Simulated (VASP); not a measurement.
A run of VASP 6.6.1:

The input INCAR:

```
PREC = Accurate
ENCUT = 520
EDIFF = 1E-7
ISMEAR = 0
SIGMA = 0.05
LREAL = Auto
LASPH = True
NELM = 60
ALGO = Normal
ISIF = 2
LWAVE = False
LCHARG = False
GGA = PE
NBANDS = 66
```

KPOINTS

```
regular mesh
0
Gamma
  1 1 12
```

The input POSCAR:

```
InAsH2
1.0
   18.4000000000      0.0000000000      0.0000000000
    0.0000000000     18.9000000000      0.0000000000
    0.0000000000      0.0000000000      4.3743937318
In As H
5 5 10
Direct
    0.5594346974      0.5375546211      0.0000000000
    0.4405653026      0.7012140640      0.5000000000
    0.4405653026      0.3738951781      0.5000000000
    0.6783040923      0.3738951781      0.5000000000
    0.3216959077      0.5375546211      0.0000000000
    0.5594346974      0.6193843425      0.5000000000
    0.5594346974      0.2920654567      0.5000000000
    0.6783040923      0.4557248996      0.0000000000
    0.4405653026      0.4557248996      0.0000000000
    0.3216959077      0.6193843425      0.5000000000
    0.6268844150      0.6658167451      0.5000000000
    0.5594346974      0.2456330541      0.2162864435
    0.5594346974      0.2456330541      0.7837135565
    0.4405653026      0.7543669459      0.8247773607
    0.4405653026      0.7543669459      0.1752226393
    0.3633531259      0.3207422962      0.5000000000
    0.7457538099      0.5021573022      0.0000000000
    0.7555162690      0.3207422962      0.5000000000
    0.2444837310      0.4844017391      0.0000000000
    0.2542461901      0.6658167451      0.5000000000
```

Potentials or basis: VASP PAW PBE potentials, release 64 (In_d, As, H).

The run is started by

```sh
$ cat potpaw_PBE.64/In_d/POTCAR potpaw_PBE.64/As/POTCAR potpaw_PBE.64/H/POTCAR > POTCAR
$ mpirun -np 1 vasp_std > vasp.out
```

Hardware: 1 thread of AMD EPYC 9R45 96-Core Processor (Zen 5), on a shared host.

Task: Estimate the wall time of this run.

Result: It took 31 min on 1 thread of AMD EPYC 9R45 96-Core Processor (Zen 5) (shared host), peak memory 1.5 GiB. Counts: scf iterations 31, k points 7.
